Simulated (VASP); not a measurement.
Input of a VASP 6.6.1 run:

INCAR

```
SYSTEM = Co
  PREC = Accurate
  ENCUT = 520
  EDIFF = 1E-6
  ISMEAR = 0
  SIGMA = 0.1
  LREAL = .False.
  LASPH = .True.
  NELM = 150
  ALGO = Normal
  ISIF = 2
  LWAVE = .False.
  LCHARG = .False.
  ISPIN = 2
  MAGMOM = 3 3 3 3 3 3
  LORBIT = 11
  LMAXMIX = 4
  LDIPOL = .True.
  IDIPOL = 3
  DIPOL = 0.5 0.5 0.500
  GGA = PE
  IBRION = 2
  NSW = 60
  EDIFFG = -0.04
  KPAR = 4
```

The input KPOINTS:

```
Automatic mesh
0
Gamma
  12 12 1
  0 0 0
```

POSCAR

```
Co
1.0
    2.5190008700      0.0000000000      0.0000000000
   -1.2595004300      2.1815187500      0.0000000000
    0.0000000000      0.0000000000     27.2275001454
Co
6
Selective dynamics
Direct
    0.6666666700      0.3333333300      0.3121843707  F F F
    0.3333333300      0.6666666700      0.3873106266  F F F
    0.6666666700      0.3333333300      0.4624368721  F F F
    0.3333333300      0.6666666700      0.5375631279  T T T
    0.6666666700      0.3333333300      0.6126893734  T T T
    0.3333333300      0.6666666700      0.6878156293  T T T
```

Potentials or basis: VASP PAW PBE potentials, release 64 (Co).

Run with:

```console
$ cat potpaw_PBE.64/Co/POTCAR > POTCAR
$ mpirun -np 4 vasp_std > vasp.out
```

**Question.** Predict the site moments.

**Answer.** Co +1.77, +1.71, +1.65, +1.68, +1.74 (each value once) μB.

**Question.** Estimate the energy gained by relaxing.

**Answer.** 9.2 meV/atom.

Final structure:
```
Co
1.0
     2.51900    0.00000    0.00000
    -1.25950    2.18152    0.00000
     0.00000    0.00000   27.22750
Co
6
Direct
  0.66667 0.33333 0.31218
  0.33333 0.66667 0.38731
  0.66667 0.33333 0.46244
  0.33333 0.66667 0.53480
  0.66667 0.33333 0.60940
  0.33333 0.66667 0.68025
```
